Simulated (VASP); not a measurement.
# Li (Im-3m) in VASP: a series of runs

The runs below take Li through single point, with PBEsol-based global hybrid with 25 % exact exchange.

Program: VASP 6.6.1. These are calculated values, not measurements. Logs are shortened: lines on timing, memory, paths and dates and some standing lists are left out, and cuts for length are marked.

### Step 1. The cell of the first run

It takes space group Im-3m (No. 229, cubic). The conventional cell has a = 3.533 Å, b = 3.533 Å, c = 3.533 Å, α = 90.00°, β = 90.00°, γ = 90.00°. Li (site symmetry m-3m) has 14 Li at 3.06 to 3.53 Å within 4.0 Å.

### Step 2. Single point, PBEsol-based global hybrid with 25 % exact exchange

File POSCAR:

```
Li
1.0
   -1.7662705373      1.7662705373      1.7662705373
    1.7662705373     -1.7662705373      1.7662705373
    1.7662705373      1.7662705373     -1.7662705373
Li
1
Direct
    0.0000000000      0.0000000000      0.0000000000
```

File INCAR.step1:

```
SYSTEM = Li
PREC = Accurate ; ENCUT = 520
EDIFF = 1E-5 ; ISMEAR = -1
SIGMA = 0.05 ; LREAL = .False.
LASPH = .True. ; NELM = 100
ALGO = Normal ; ISIF = 2
LWAVE = .True. ; GGA = PE
NBANDS = 8
```

File INCAR.step2:

```
SYSTEM = Li
PREC = Accurate ; ENCUT = 520
EDIFF = 1E-6 ; ISMEAR = -1
SIGMA = 0.05 ; LREAL = .False.
LASPH = .True. ; NELM = 100
ALGO = Normal ; ISIF = 2
LWAVE = .False. ; LCHARG = .True.
GGA = PS ; LHFCALC = .True.
AEXX = 0.25 ; PRECFOCK = Normal
LELF = .True. ; LVHAR = .True.
ISTART = 1 ; NBANDS = 8
```

File KPOINTS:

```
Automatic mesh
0
Gamma
  6 6 6
  0 0 0
```

Potentials or basis: VASP PAW PBE potentials, release 64 (Li_sv).

Launch:

```console
$ cat potpaw_PBE.64/Li_sv/POTCAR > POTCAR
$ cp INCAR.step1 INCAR
$ mpirun -np 1 vasp_std > vasp.out
$ cp INCAR.step2 INCAR
$ mpirun -np 1 vasp_std > vasp.out
```

OUTCAR:

```text
SYSTEM = Li
   PREC = Accurate
   ENCUT = 520
   EDIFF = 1E-6
   ISMEAR = -1
   LREAL = .False.
   LASPH = .True.
   NELM = 100
   ISIF = 2
   GGA = PS
   LHFCALC = .True.
   AEXX = 0.25
   PRECFOCK = Normal
   ISTART = 1

 ion  position               nearest neighbor table
   1  0.000  0.000  0.000-

  LATTYP: Found a body centered cubic cell.
 ALAT       =     3.5325410746

  Lattice vectors:

 A1 = (  -1.7662705373,   1.7662705373,   1.7662705373)
 A2 = (   1.7662705373,  -1.7662705373,   1.7662705373)
 A3 = (   1.7662705373,   1.7662705373,  -1.7662705373)

Analysis of symmetry for initial positions (statically):
=====================================================================
 Subroutine PRICEL returns:
 Original cell was already a primitive cell.

 Routine SETGRP: Setting up the symmetry group for a
 body centered cubic supercell.

 Subroutine GETGRP returns: Found 48 space group operations
 (whereof 48 operations were pure point group operations)
 out of a pool of 48 trial point group operations.

The static configuration has the point symmetry O_h .

Analysis of symmetry for dynamics (positions and initial velocities):
=====================================================================
 Subroutine PRICEL returns:
 Original cell was already a primitive cell.

 Routine SETGRP: Setting up the symmetry group for a
 body centered cubic supercell.

 Subroutine GETGRP returns: Found 48 space group operations
 (whereof 48 operations were pure point group operations)
 out of a pool of 48 trial point group operations.

The dynamic configuration has the point symmetry O_h .

 Subroutine INISYM returns: Found 48 space group operations
 (whereof 48 operations are pure point group operations),
 and found     1 'primitive' translations

----------------------------------------------------------------------------------------

                                     Primitive cell

  volume of cell :      22.0410

  direct lattice vectors                    reciprocal lattice vectors
    -1.766270537  1.766270537  1.766270537     0.000000000  0.283082342  0.283082342
     1.766270537 -1.766270537  1.766270537     0.283082342  0.000000000  0.283082342
     1.766270537  1.766270537 -1.766270537     0.283082342  0.283082342  0.000000000

  length of vectors
[... 78 lines left out ...]
   ISYM   =      3    0-nonsym 1-usesym 2-fastsym
   POTIM  = 0.5000    time-step for ionic-motion
   TEBEG  =    0.0;   TEEND  =   0.0 temperature during run
   PSTRESS=    0.0 pullay stress
   NELECT =       3.0000    total number of electrons
   NUPDOWN=      -1.0000    fix difference up-down
   EMIN   =  10.00;   EMAX   =-10.00  energy-range for DOS
   EFERMI =   0.00;   METHOD = LEGACY
   ISMEAR =    -1;   SIGMA  =   0.05  broadening in eV -4-tet -1-fermi 0-gaus
   EFERMI_NEDOS =   21; number of points for ismear=-14 and -15
   IALGO  =     38    algorithm
   IMIX   =      1    mixing-type and parameters
     AMIX     =   0.40;   BMIX     =  1.00
     AMIX_MAG =   1.60;   BMIX_MAG =  1.00
  volume/ion in A,a.u.               =      22.04       148.74
  Fermi-wavevector in a.u.,A,eV,Ry     =   0.842115  1.591366  9.648674  0.709158
  Thomas-Fermi vector in A             =   1.956769
   LORBIT       =      0    0 simple, 1 ext, 2 COOP (PROOUT), +10 PAW based schemes
   GGA     = PS    functional components
   LHFCALC =     T    Hartree Fock is set to
   PRECFOCK=normal    Normal, Fast or Accurate (Low or Medium for compatibility)
   ENCUT4O =  -1.0   cutoff for four orbital integrals eV
   NKREDX  =     1    reduce k-point grid by
   NKREDY  =     1    reduce k-point grid by
   NKREDZ  =     1    reduce k-point grid by
   AEXX    =    0.2500 exact exchange contribution
   HFSCREEN=    0.0000 screening length (either q_TF or 0.3 A-1)
   HFSCREENC=   0.0000 screening length for correlation (either q_TF or 0.3 A-1)
   ENCUTFOCK=  -1.0 apply spherical cutoff to Coloumb kernel
   IVDW    =     0    specifies the selected vdW correction
   LEPSILON=     F    determine dielectric tensor
   LRPA    =     F    only Hartree local field effects (RPA)
 non-spin polarized calculation
  energy-cutoff  :      520.00
  volume of cell :       22.04
 maximum number of plane-waves:       610
  NGX = 18; NGY = 18; NGZ = 18

 number of electron       2.9999995 magnetization

 Free energy of the ion-electron system (eV)
  ---------------------------------------------------
  ext. energy  EPLUGINS =         0.00000000
  ---------------------------------------------------
  free energy    TOTEN  =        -2.12169287 eV

  energy without entropy =       -2.10646342  energy(sigma->0) =       -2.11407814

 E-fermi :   0.4794     XC(G=0):  -5.3962

 val. band max:       -0.3622070059   @ k =   0.1667   0.1667   0.1667
 cond. band min:       0.4919667260   @ k =   0.3333   0.1667   0.0000
 fundamental gap:      0.8541737319
 Fermi energy:         0.4794008278

 k-point     1 :       0.0000    0.0000    0.0000
  band No.  band energies     occupation
      1     -49.9320      2.00000
      2      -4.2567      2.00000
      3      15.3896      0.00000
      4      15.3896      0.00000
      5      15.3897      0.00000
      6      19.8485      0.00000
      7      19.8485      0.00000
      8      19.8485      0.00000
[... 155 lines left out ...]
 k-point    16 :       0.5000    0.5000    0.5000
  band No.  band energies     occupation
      1     -49.9072      2.00000
      2       6.5950      0.00000
      3       6.5950      0.00000
      4       6.5950      0.00000
      5       8.7067      0.00000
      6       8.7067      0.00000
      7      14.1144      0.00000
      8      28.7788      0.00000

------------------------ aborting loop because EDIFF is reached ----------------------------------------

  FORCE on cell =-STRESS in cart. coord.  units (eV):
  Direction    XX          YY          ZZ          XY          YZ          ZX
  --------------------------------------------------------------------------------------
  -------------------------------------------------------------------------------------
  Total       -0.0936768     -0.0936768     -0.0936768      0.0000000      0.0000000     -0.0000000
  in kB       -6.8094337     -6.8094337     -6.8094337      0.0000000      0.0000000     -0.0000000
  external PRESSURE =      -6.8094337 kB  Pullay stress =       0.0000000 kB

 VOLUME and BASIS-vectors are now :
 -----------------------------------------------------------------------------
  energy-cutoff  :      520.00
  volume of cell :       22.04
      direct lattice vectors                 reciprocal lattice vectors
    -1.766270537  1.766270537  1.766270537     0.000000000  0.283082342  0.283082342
     1.766270537 -1.766270537  1.766270537     0.283082342  0.000000000  0.283082342
     1.766270537  1.766270537 -1.766270537     0.283082342  0.283082342  0.000000000

 POSITION                                       TOTAL-FORCE (eV/Angst)
 -----------------------------------------------------------------------------------
      0.00000      0.00000      0.00000         0.000000     -0.000000      0.000000
 -----------------------------------------------------------------------------------
    total drift:                                0.000000     -0.000000     -0.000000

  FREE ENERGIE OF THE ION-ELECTRON SYSTEM (eV)
  ---------------------------------------------------
  free  energy   TOTEN  =        -2.1216928707 eV

  energy  without entropy=       -2.1064634166  energy(sigma->0) =       -2.11407814
```

It took 66 s on 1 thread of Intel Xeon Platinum 8259CL at 2.50GHz (Skylake/Cascade Lake), shared host; peak memory 0.13 GiB.

What came out:

```
Free energy            : -2.1217 eV
Band gap on the k mesh : zero (an odd number of electrons rules out a gap without spin polarisation)
```

Levels at points of the mesh, in eV from the Fermi level:
| k point | band 1 | band 2 | band 3 | band 4 | band 5 |
| --- | --- | --- | --- | --- | --- |
| (0.00, 0.00, 0.00) | -50.41 | -4.74 | 14.91 | 14.91 | 14.91 |
| (0.50, 0.00, 0.00) | -50.40 | 0.59 | 3.54 | 10.83 | 12.23 |
| (0.50, 0.50, 0.50) | -50.39 | 6.12 | 6.12 | 6.12 | 8.23 |

Caveat: the k points lie up to 0.42 Å⁻¹ apart, too coarse for converged energies and pressures of a metal; the cutoff is under 1.25 times the usual one of these potentials, so pressure, stress and relaxed cells hold a basis-set (Pulay) error; the PAW data sets were made with another functional, which shifts forces and pressure a little.

### Step 3. Single point, PBEsol-based global hybrid with 25 % exact exchange

This run uses another cell than the first one, of 22.47 Å³/atom.

File POSCAR:

```
Li
1.0
   -1.7777401479      1.7777401479      1.7777401479
    1.7777401479     -1.7777401479      1.7777401479
    1.7777401479      1.7777401479     -1.7777401479
Li
1
Direct
    0.0000000000      0.0000000000      0.0000000000
```

File INCAR.step1:

```
SYSTEM = Li
PREC = Accurate
ENCUT = 520
EDIFF = 1E-5
ISMEAR = -1
SIGMA = 0.05
LREAL = .False.
LASPH = .True.
NELM = 60
ALGO = Normal
ISIF = 2
LWAVE = .True.
LCHARG = .False.
GGA = PE
NBANDS = 8
```

File INCAR.step2:

```
SYSTEM = Li
PREC = Accurate
ENCUT = 520
EDIFF = 1E-7
ISMEAR = -1
SIGMA = 0.05
LREAL = .False.
LASPH = .True.
NELM = 60
ALGO = Normal
ISIF = 2
LWAVE = .False.
LCHARG = .False.
GGA = PS
LHFCALC = .True.
AEXX = 0.25
PRECFOCK = Normal
ISTART = 1
NBANDS = 8
```

File KPOINTS:

```
regular mesh
0
Gamma
  6 6 6
  0 0 0
```

Potentials or basis: VASP PAW PBE potentials, release 64 (Li_sv).

Launch:

```console
$ cat potpaw_PBE.64/Li_sv/POTCAR > POTCAR
$ cp INCAR.step1 INCAR
$ mpirun -np 1 vasp_std > vasp.out
$ cp INCAR.step2 INCAR
$ mpirun -np 1 vasp_std > vasp.out
```

OUTCAR:

```text
SYSTEM = Li
   PREC = Accurate
   ENCUT = 520
   EDIFF = 1E-7
   ISMEAR = -1
   LREAL = .False.
   LASPH = .True.
   NELM = 60
   ISIF = 2
   GGA = PS
   LHFCALC = .True.
   AEXX = 0.25
   PRECFOCK = Normal
   ISTART = 1

 ion  position               nearest neighbor table
   1  0.000  0.000  0.000-

  LATTYP: Found a body centered cubic cell.
 ALAT       =     3.5554802958

  Lattice vectors:

 A1 = (  -1.7777401479,   1.7777401479,   1.7777401479)
 A2 = (   1.7777401479,  -1.7777401479,   1.7777401479)
 A3 = (   1.7777401479,   1.7777401479,  -1.7777401479)

Analysis of symmetry for initial positions (statically):
=====================================================================
 Subroutine PRICEL returns:
 Original cell was already a primitive cell.

 Routine SETGRP: Setting up the symmetry group for a
 body centered cubic supercell.

 Subroutine GETGRP returns: Found 48 space group operations
 (whereof 48 operations were pure point group operations)
 out of a pool of 48 trial point group operations.

The static configuration has the point symmetry O_h .

Analysis of symmetry for dynamics (positions and initial velocities):
=====================================================================
 Subroutine PRICEL returns:
 Original cell was already a primitive cell.

 Routine SETGRP: Setting up the symmetry group for a
 body centered cubic supercell.

 Subroutine GETGRP returns: Found 48 space group operations
 (whereof 48 operations were pure point group operations)
 out of a pool of 48 trial point group operations.

The dynamic configuration has the point symmetry O_h .

 Subroutine INISYM returns: Found 48 space group operations
 (whereof 48 operations are pure point group operations),
 and found     1 'primitive' translations

[... 110 lines left out ...]
   PRECFOCK=normal    Normal, Fast or Accurate (Low or Medium for compatibility)
   ENCUT4O =  -1.0   cutoff for four orbital integrals eV
   NKREDX  =     1    reduce k-point grid by
   NKREDY  =     1    reduce k-point grid by
   NKREDZ  =     1    reduce k-point grid by
   AEXX    =    0.2500 exact exchange contribution
   HFSCREEN=    0.0000 screening length (either q_TF or 0.3 A-1)
   HFSCREENC=   0.0000 screening length for correlation (either q_TF or 0.3 A-1)
   ENCUTFOCK=  -1.0 apply spherical cutoff to Coloumb kernel
   IVDW    =     0    specifies the selected vdW correction
   LEPSILON=     F    determine dielectric tensor
   LRPA    =     F    only Hartree local field effects (RPA)
 non-spin polarized calculation
  energy-cutoff  :      520.00
  volume of cell :       22.47
 maximum number of plane-waves:       619
  NGX = 18; NGY = 18; NGZ = 18

 number of electron       3.0000000 magnetization

 Free energy of the ion-electron system (eV)
  ---------------------------------------------------
  ext. energy  EPLUGINS =         0.00000000
  ---------------------------------------------------
  free energy    TOTEN  =        -2.11986714 eV

  energy without entropy =       -2.10463770  energy(sigma->0) =       -2.11225242

 E-fermi :   0.4292     XC(G=0):  -5.3610

 val. band max:       -0.4078547941   @ k =   0.1667   0.1667   0.1667
 cond. band min:       0.4417977183   @ k =   0.3333   0.1667  -0.0000
 fundamental gap:      0.8496525124
 Fermi energy:         0.4292318305

 k-point     1 :       0.0000    0.0000    0.0000
  band No.  band energies     occupation
      1     -50.0166      2.00000
      2      -4.2728      2.00000
      3      15.1462      0.00000
      4      15.1462      0.00000
      5      15.1462      0.00000
      6      19.5633      0.00000
      7      19.5633      0.00000
      8      19.5633      0.00000
[... 155 lines left out ...]
 k-point    16 :       0.5000    0.5000    0.5000
  band No.  band energies     occupation
      1     -49.9935      2.00000
      2       6.4745      0.00000
      3       6.4745      0.00000
      4       6.4745      0.00000
      5       8.5697      0.00000
      6       8.5697      0.00000
      7      13.8165      0.00000
      8      28.3729      0.00000

------------------------ aborting loop because EDIFF is reached ----------------------------------------

  FORCE on cell =-STRESS in cart. coord.  units (eV):
  Direction    XX          YY          ZZ          XY          YZ          ZX
  --------------------------------------------------------------------------------------
  -------------------------------------------------------------------------------------
  Total       -0.1215814     -0.1215814     -0.1215814      0.0000000     -0.0000000      0.0000000
  in kB       -8.6678804     -8.6678804     -8.6678804      0.0000000     -0.0000000      0.0000000
  external PRESSURE =      -8.6678804 kB  Pullay stress =       0.0000000 kB

 VOLUME and BASIS-vectors are now :
 -----------------------------------------------------------------------------
  energy-cutoff  :      520.00
  volume of cell :       22.47
      direct lattice vectors                 reciprocal lattice vectors
    -1.777740148  1.777740148  1.777740148     0.000000000  0.281255953  0.281255953
     1.777740148 -1.777740148  1.777740148     0.281255953  0.000000000  0.281255953
     1.777740148  1.777740148 -1.777740148     0.281255953  0.281255953  0.000000000

 POSITION                                       TOTAL-FORCE (eV/Angst)
 -----------------------------------------------------------------------------------
      0.00000      0.00000      0.00000        -0.000000      0.000000      0.000000
 -----------------------------------------------------------------------------------
    total drift:                                0.000000     -0.000000     -0.000000

  FREE ENERGIE OF THE ION-ELECTRON SYSTEM (eV)
  ---------------------------------------------------
  free  energy   TOTEN  =        -2.1198671423 eV

  energy  without entropy=       -2.1046377010  energy(sigma->0) =       -2.11225242
```

OUTCAR.step1:

```text
SYSTEM = Li
   PREC = Accurate
   ENCUT = 520
   EDIFF = 1E-5
   ISMEAR = -1
   LREAL = .False.
[... 382 lines left out ...]
 -----------------------------------------------------------------------------------
      0.00000      0.00000      0.00000        -0.000000      0.000000      0.000000
 -----------------------------------------------------------------------------------
    total drift:                               -0.000000      0.000000     -0.000000

  FREE ENERGIE OF THE ION-ELECTRON SYSTEM (eV)
  ---------------------------------------------------
  free  energy   TOTEN  =        -1.8680636888 eV

  energy  without entropy=       -1.8527195559  energy(sigma->0) =       -1.86039162
```

Run time: 83 s. Hardware: 1 thread of Intel Xeon Platinum 8259CL at 2.50GHz (Skylake/Cascade Lake), shared host; peak memory 0.14 GiB.

Results:

| Quantity | Value |
| --- | --- |
| Free energy | -2.1199 eV |
| Band gap on the k mesh | zero (an odd number of electrons rules out a gap without spin polarisation) |

Caveat: the k points lie up to 0.42 Å⁻¹ apart, too coarse for converged energies and pressures of a metal; the cutoff is under 1.25 times the usual one of these potentials, so pressure, stress and relaxed cells hold a basis-set (Pulay) error; the PAW data sets were made with another functional, which shifts forces and pressure a little.

The gap in the log of VASP goes by the Fermi energy; the results here count the filled bands.